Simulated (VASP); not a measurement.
# AlRu (P4/mmm) in VASP: a series of runs, part 2 of 2

VASP 6.6.1. Earlier steps stand in the parts before.

### Step 3. Single point, PBE (strain -0.0300 x Voigt [1, 0, 0, 0, 0, 0])

File INCAR:

```
PREC = Accurate
ENCUT = 520
EDIFF = 1E-6
ISMEAR = 0
SIGMA = 0.15
LREAL = F
LASPH = T
NELM = 60
ALGO = Fast
ISIF = 2
LWAVE = F
LCHARG = F
GGA = PE
NBANDS = 16
```

File KPOINTS:

```
regular mesh
0
Gamma
  16 16 16
```

File POSCAR:

```
AlRu
1.0
    2.9018520000      0.0000000000      0.0000000000
    0.0000000000      2.9916000000      0.0000000000
    0.0000000000      0.0000000000      2.9916000000
Al Ru
1 1
Direct
    0.0000000000      0.0000000000      0.0000000000
    0.5000000000      0.5000000000      0.5000000000
```

Potentials or basis: VASP PAW PBE potentials, release 64 (Al, Ru_pv).

Launch:

```sh
cat potpaw_PBE.64/Al/POTCAR potpaw_PBE.64/Ru_pv/POTCAR > POTCAR
mpirun -np 1 vasp_std > vasp.out
```

OUTCAR:

```text
PREC = Accurate
   ENCUT = 520
   EDIFF = 1E-6
   ISMEAR = 0
   LREAL = F
   LASPH = T
   NELM = 60
   ISIF = 2
   GGA = PE

 ion  position               nearest neighbor table
   1  0.000  0.000  0.000-   2 2.57   2 2.57   2 2.57   2 2.57   2 2.57   2 2.57   2 2.57   2 2.57

   2  0.500  0.500  0.500-   1 2.57   1 2.57   1 2.57   1 2.57   1 2.57   1 2.57   1 2.57   1 2.57

  LATTYP: Found a simple tetragonal cell.
 ALAT       =     2.9916000000
 C/A-ratio  =     0.9700000000

  Lattice vectors:

 A1 = (   0.0000000000,   2.9916000000,   0.0000000000)
 A2 = (   0.0000000000,   0.0000000000,   2.9916000000)
 A3 = (   2.9018520000,   0.0000000000,   0.0000000000)

Analysis of symmetry for initial positions (statically):
=====================================================================
 Subroutine PRICEL returns:
 Original cell was already a primitive cell.

 Routine SETGRP: Setting up the symmetry group for a
 simple tetragonal supercell.

 Subroutine GETGRP returns: Found 16 space group operations
 (whereof 16 operations were pure point group operations)
 out of a pool of 16 trial point group operations.
[... 164 lines left out ...]

 E-fermi :  11.1759     XC(G=0): -12.7227

 val. band max:       11.1757482438   @ k =   0.3750   0.1250   0.0000
 cond. band min:      11.1776029057   @ k =   0.1250   0.0625   0.0000
 fundamental gap:      0.0018546620
 Fermi energy:        11.1758650443

 k-point     1 :       0.0000    0.0000    0.0000
  band No.  band energies     occupation
      1     -30.6320      2.00000
      2     -30.6320      2.00000
      3     -30.5914      2.00000
      4       1.2980      2.00000
      5       7.4113      2.00000
      6       7.4205      2.00000
[... 433 lines left out ...]
      3     -30.6117      2.00000
      4       3.3964      2.00000
      5       7.5319      2.00000
      6       8.1438      2.00000
[... 8 lines left out ...]
     15      25.6023      0.00000
     16      25.7605      0.00000

 [... further k-points ...]

------------------------ aborting loop because EDIFF is reached ----------------------------------------

  FORCE on cell =-STRESS in cart. coord.  units (eV):
  Direction    XX          YY          ZZ          XY          YZ          ZX
  --------------------------------------------------------------------------------------
  -------------------------------------------------------------------------------------
  Total        2.2178759      1.2533278      1.2533278      0.0000000      0.0000000      0.0000000
  in kB      136.8250189     77.3201940     77.3201940      0.0000000      0.0000000      0.0000000
  external PRESSURE =      97.1551356 kB  Pullay stress =       0.0000000 kB

 VOLUME and BASIS-vectors are now :
 -----------------------------------------------------------------------------
  energy-cutoff  :      520.00
  volume of cell :       25.97
      direct lattice vectors                 reciprocal lattice vectors
     2.901852000  0.000000000  0.000000000     0.344607513  0.000000000  0.000000000
     0.000000000  2.991600000  0.000000000     0.000000000  0.334269287  0.000000000
     0.000000000  0.000000000  2.991600000     0.000000000  0.000000000  0.334269287

 POSITION                                       TOTAL-FORCE (eV/Angst)
 -----------------------------------------------------------------------------------
      0.00000      0.00000      0.00000         0.000000      0.000000      0.000000
      1.45093      1.49580      1.49580         0.000000      0.000000      0.000000
 -----------------------------------------------------------------------------------
    total drift:                                0.000000     -0.000000     -0.000000

  FREE ENERGIE OF THE ION-ELECTRON SYSTEM (eV)
  ---------------------------------------------------
  free  energy   TOTEN  =       -14.2244303718 eV

  energy  without entropy=      -14.2063703771  energy(sigma->0) =      -14.21540037
```

OSZICAR:

```text
N       E                     dE             d eps       ncg     rms          rms(c)
DAV:   1     0.116769135707E+03    0.11677E+03   -0.91491E+03 13224   0.993E+02
DAV:   2    -0.129897642697E+02   -0.12976E+03   -0.12360E+03 15232   0.294E+02
DAV:   3    -0.148906236455E+02   -0.19009E+01   -0.18955E+01 16872   0.372E+01
DAV:   4    -0.149040519891E+02   -0.13428E-01   -0.13414E-01 15944   0.331E+00
DAV:   5    -0.149042340249E+02   -0.18204E-03   -0.18182E-03 15664   0.372E-01    0.131E+01
RMM:   6    -0.143007237247E+02    0.60351E+00   -0.19575E+00 13259   0.110E+01    0.249E+00
RMM:   7    -0.142385404647E+02    0.62183E-01   -0.11570E-01 13613   0.278E+00    0.214E+00
RMM:   8    -0.142245820849E+02    0.13958E-01   -0.14045E-02 14412   0.893E-01    0.186E-01
RMM:   9    -0.142244319311E+02    0.15015E-03   -0.10347E-03 14821   0.274E-01    0.125E-01
RMM:  10    -0.142244307483E+02    0.11828E-05   -0.13177E-04 15352   0.109E-01    0.211E-02
RMM:  11    -0.142244311766E+02   -0.42824E-06   -0.34096E-05 15326   0.522E-02    0.204E-02
RMM:  12    -0.142244303718E+02    0.80473E-06   -0.89977E-06 15472   0.266E-02
   1 F= -.14224430E+02 E0= -.14215400E+02  d E =-.180600E-01
```

stdout:

```text
POSCAR found type information on POSCAR AlRu
 POSCAR found :  2 types and       2 ions
 scaLAPACK will be used
 LDA part: xc-table for (Slater+PW92), standard interpolation
 POSCAR, INCAR and KPOINTS ok, starting setup
 FFT: planning ... GRIDC
 FFT: planning ... GRID_SOFT
 FFT: planning ... GRID
 WAVECAR not read
 entering main loop
```

Run time: 60 s. Hardware: 1 thread of Intel Xeon Platinum 8375C at 2.90GHz (Ice Lake), shared host; peak memory 0.27 GiB.

What came out:

| Quantity | Value |
| --- | --- |
| Free energy | -14.2244 eV |
| Pressure | 9.7 GPa |

Caveat: the cell differs from its parent crystal (strain -0.0300 x Voigt [1, 0, 0, 0, 0, 0]).

### Step 4. Single point, PBE (strain -0.0200 x Voigt [1, 0, 0, 0, 0, 0])

File INCAR:

```
SYSTEM = AlRu
PREC     = Accurate       ! precision mode
ENCUT    = 520            ! plane-wave cutoff, eV
EDIFF    = 1E-7           ! SCF threshold, eV
ISMEAR   = 0              ! smearing method
SIGMA    = 0.15           ! smearing width, eV
LREAL    = .FALSE.        ! projectors in reciprocal space
LASPH    = .TRUE.         ! aspherical terms in the spheres
NELM     = 100            ! most SCF steps
ALGO     = Fast           ! electronic algorithm
ISIF     = 2              ! what is computed and relaxed
LWAVE    = .FALSE.        ! write WAVECAR
LCHARG   = .FALSE.        ! write CHGCAR
GGA      = PE             ! functional
NBANDS   = 16             ! bands
```

File KPOINTS:

```
Automatic mesh
0
G
  16 16 16
  0 0 0
```

POSCAR, as its differences from that of step 3:

```diff
@@ -2,3 +2,3 @@
 1.0
-    2.9018520000      0.0000000000      0.0000000000
+    2.9317680000      0.0000000000      0.0000000000
     0.0000000000      2.9916000000      0.0000000000
```

Launch:

```sh
cat potpaw_PBE.64/Al/POTCAR potpaw_PBE.64/Ru_pv/POTCAR > POTCAR
mpirun -np 1 vasp_std > vasp.out
```

Wall time 76 s (1 thread of Intel Xeon Platinum 8375C at 2.90GHz (Ice Lake), shared host); peak memory 0.27 GiB.

Results (log left out):

```yaml
Free_energy: -14.2440 eV
Pressure: 7.2 GPa
```

Stress tensor (GPa, compression positive):
```
9.70 0.00 0.00
0.00 5.92 0.00
0.00 0.00 5.92
```

Levels at points of the mesh, in eV from the Fermi level:
| k point | band 5 | band 6 | band 7 | band 8 | band 9 | band 10 | band 11 | band 12 | band 13 | band 14 |
| --- | --- | --- | --- | --- | --- | --- | --- | --- | --- | --- |
| (0.00, 0.00, 0.00) | -3.70 | -3.69 | 0.08 | 0.22 | 0.22 | 5.95 | 5.95 | 6.58 | 11.02 | 11.12 |
| (0.50, 0.00, 0.00) | -5.39 | -2.81 | -1.75 | -1.75 | 0.37 | 2.59 | 7.40 | 10.95 | 10.95 | 12.94 |
| (0.00, 0.50, 0.00) | -5.62 | -2.90 | -1.74 | -1.50 | 0.46 | 2.23 | 7.42 | 10.94 | 11.48 | 12.81 |
| (0.50, 0.50, 0.00) | -3.13 | -1.43 | -1.32 | -1.29 | -1.25 | 1.61 | 5.54 | 6.47 | 10.58 | 12.11 |
| (0.00, 0.50, 0.50) | -3.22 | -1.48 | -1.48 | -1.09 | -1.09 | 1.48 | 5.24 | 6.33 | 11.06 | 14.60 |
| (0.50, 0.50, 0.50) | -4.78 | -4.74 | 1.59 | 1.74 | 2.68 | 4.12 | 4.12 | 4.26 | 8.51 | 8.80 |

Caveat: the cell differs from its parent crystal (strain -0.0200 x Voigt [1, 0, 0, 0, 0, 0]).

### Step 5. Single point, PBE (strain -0.0100 x Voigt [1, 0, 0, 0, 0, 0])

File INCAR:

```
SYSTEM = AlRu
ALGO     = Fast           ! electronic algorithm
EDIFF    = 1E-6           ! SCF threshold, eV
ENCUT    = 520            ! plane-wave cutoff, eV
GGA      = PE             ! functional
ISIF     = 2              ! what is computed and relaxed
ISMEAR   = 0              ! smearing method
LASPH    = .True.         ! aspherical terms in the spheres
LCHARG   = .True.         ! write CHGCAR
LELF     = .True.         ! ELF
LREAL    = .False.        ! projectors in reciprocal space
LVHAR    = .True.       
LWAVE    = .False.        ! write WAVECAR
NBANDS   = 16             ! bands
NELM     = 80             ! most SCF steps
PREC     = Accurate       ! precision mode
SIGMA    = 0.15           ! smearing width, eV
```

File KPOINTS:

```
k-points
0
Gamma
  16 16 16
  0 0 0
```

POSCAR, as its differences from that of step 4:

```diff
@@ -2,3 +2,3 @@
 1.0
-    2.9317680000      0.0000000000      0.0000000000
+    2.9616840000      0.0000000000      0.0000000000
     0.0000000000      2.9916000000      0.0000000000
```

Launch:

```sh
cat potpaw_PBE.64/Al/POTCAR potpaw_PBE.64/Ru_pv/POTCAR > POTCAR
mpirun -np 1 vasp_std > vasp.out
```

It took 65 s on 1 thread of Intel Xeon Platinum 8375C at 2.90GHz (Ice Lake), shared host; peak memory 0.27 GiB.

Results (log left out):

```yaml
Free_energy: -14.2572 eV
Pressure: 4.8 GPa
```

Stress tensor (GPa, compression positive):
```
5.96 0.00 0.00
0.00 4.15 0.00
0.00 0.00 4.15
```

Levels at points of the mesh, in eV from the Fermi level:
| k point | band 6 | band 7 | band 8 | band 9 | band 10 | band 11 | band 12 | band 13 |
| --- | --- | --- | --- | --- | --- | --- | --- | --- |
| (0.00, 0.00, 0.00) | -3.64 | 0.12 | 0.19 | 0.19 | 6.01 | 6.01 | 6.32 | 11.00 |
| (0.50, 0.00, 0.00) | -2.80 | -1.68 | -1.68 | 0.40 | 2.43 | 7.42 | 10.98 | 10.98 |
| (0.00, 0.50, 0.00) | -2.84 | -1.68 | -1.56 | 0.44 | 2.26 | 7.43 | 10.98 | 11.25 |
| (0.50, 0.50, 0.00) | -1.41 | -1.33 | -1.25 | -1.22 | 1.56 | 5.41 | 6.34 | 10.58 |
| (0.00, 0.50, 0.50) | -1.43 | -1.43 | -1.14 | -1.14 | 1.50 | 5.27 | 6.28 | 10.82 |
| (0.50, 0.50, 0.50) | -4.69 | 1.60 | 1.68 | 2.62 | 4.12 | 4.12 | 4.19 | 8.52 |

Caveat: the cell differs from its parent crystal (strain -0.0100 x Voigt [1, 0, 0, 0, 0, 0]).

### Step 6. Overview

```csv
cell,further INCAR settings,gap on the mesh (eV),pressure (GPa)
"a = 2.872, b = 2.992, c = 2.992 Å, 2 atoms",ALGO = Fast; EDIFF = 1e-07; NBANDS = 16,none,12.4
"a = 2.902, b = 2.992, c = 2.992 Å, 2 atoms",ALGO = Fast; EDIFF = 1e-06; NBANDS = 16,none,9.7
"a = 2.932, b = 2.992, c = 2.992 Å, 2 atoms",ALGO = Fast; EDIFF = 1e-07; NBANDS = 16,none,7.2
"a = 2.962, b = 2.992, c = 2.992 Å, 2 atoms",ALGO = Fast; EDIFF = 1e-06; NBANDS = 16,none,4.8
```

Alike in all rows: task single point; level PBE; potentials or basis VASP PAW PBE potentials, release 64 (Al, Ru_pv); no spin polarisation; k mesh 16 × 16 × 16; cutoff (eV) 520; smearing gaussian 0.15 eV.

Absolute energies hang on the potentials; compare differences alone.
